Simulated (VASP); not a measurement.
Crystal: Ta.

```xyz
1
Lattice="-1.6513 1.6513 1.6513 1.6513 -1.6513 1.6513 1.6513 1.6513 -1.6513" Properties=species:S:1:pos:R:3 pbc="T T T"
Ta    0.0000    0.0000    0.0000
```

- Program: VASP 6.6.1
- Task: relaxation of cell and atoms
- Functional: LDA
- Potentials or basis: VASP PAW LDA potentials, release 64 (Ta_sv_GW)
- Cutoff: 500 eV
- k mesh: 11 × 11 × 11
- Occupations: fermi-dirac, width 0.05 eV
- Spin: no spin polarisation

At the start: pressure -9.9 GPa; volume 18.01 Å³/atom.

Problem. Where does the relaxation end?

Solution. Over 4 steps the energy falls by 26.5 meV/atom and the volume is 17.19 Å³/atom (-4.5 %); space group Im-3m (No. 229, to 0.1 Å) before and after.

The path:
```
step  energy change (eV)  largest force (eV/Å)  pressure (GPa)  volume (Å³)
   1              0.0000                0.0000           -9.91        18.01
   2              0.1646                0.0000           34.88        15.26
   3             -0.0264                0.0000           -0.52        17.23
   4             -0.0265                0.0000           -0.06        17.19
```

Final structure:
```xyz
1
Lattice="-1.6259 1.6259 1.6259 1.6259 -1.6259 1.6259 1.6259 1.6259 -1.6259" Properties=species:S:1:pos:R:3 pbc="T T T"
Ta    1.6259   -1.6259    1.6259
```
